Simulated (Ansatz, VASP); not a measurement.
**Ba: VASP beside Ansatz**

INCAR

```
ALGO     = Fast           # electronic algorithm
EDIFF    = 1E-6           # SCF threshold, eV
ENCUT    = 520            # plane-wave cutoff, eV
GGA      = PS             # functional
ISIF     = 2              # what is computed and relaxed
ISMEAR   = 0              # smearing method
LASPH    = True           # aspherical terms in the spheres
LCHARG   = True           # write CHGCAR
LELF     = True           # ELF
LREAL    = False          # projectors in reciprocal space
LVHAR    = True         
LWAVE    = False          # write WAVECAR
NBANDS   = 11             # bands
NELM     = 60             # most SCF steps
PREC     = Accurate       # precision mode
SIGMA    = 0.15           # smearing width, eV
```

File KPOINTS:

```
k-points
0
Gamma
  14 14 14
```

The input POSCAR:

```
Ba
1.0
   -1.1235115828      2.6340522392      2.6340522392
    2.6340522392     -1.1235115828      2.6340522392
    2.6340522392      2.6340522392     -1.1235115828
Ba
1
Direct
    0.0000000000      0.0000000000      0.0000000000
```

Input for Ansatz:

```yaml
crystal:
  lattice:
    - [-1.1235115828, 2.6340522392, 2.6340522392]
    - [2.6340522392, -1.1235115828, 2.6340522392]
    - [2.6340522392, 2.6340522392, -1.1235115828]
  atoms:
    - { symbol: Ba, position: [0.0, 0.0, 0.0] }
basis:
  ecutwfc: 420
kpoints:
  mp_grid: { grid: [14, 14, 14] }
hamiltonian:
  xc: pbesol
  pseudopotentials: { kind: paw }
scf:
  occupations: { method: gaussian, width: 0.15 }
output:
  forces: true
  stress: true
  eigenvalues: true
  write_density: true
  write_potential: true
  elf: true
  volumetric_format: npy
```

Alike in both runs: task single point; functional PBEsol; k mesh 14 × 14 × 14; occupations gaussian, width 0.15 eV; no spin polarisation.

|  | VASP | Ansatz |
| --- | --- | --- |
| version | VASP 6.6.1 | Ansatz 0.2.0 |
| potentials or method | VASP PAW PBE potentials, release 64 (Ba_sv), cutoff 520 eV | scalar-relativistic, plane waves, PAW |
| valence electrons in the cell | 10 | 10 |

|  | VASP | Ansatz | Ansatz less VASP |
| --- | --- | --- | --- |
| gap on the k mesh at the Fermi level (eV) | none | none | - |
| pressure (GPa) | -0.2 | -0.3 | -0.16 |
| traceless stress, the component that is largest in VASP (GPa) | 0.30 | 0.29 | -0.008 |

VASP's potentials were made for PBE, not for PBEsol. A gap of «none» marks a metal or a gap that the smearing closes.

Neither program's run includes spin-orbit coupling.
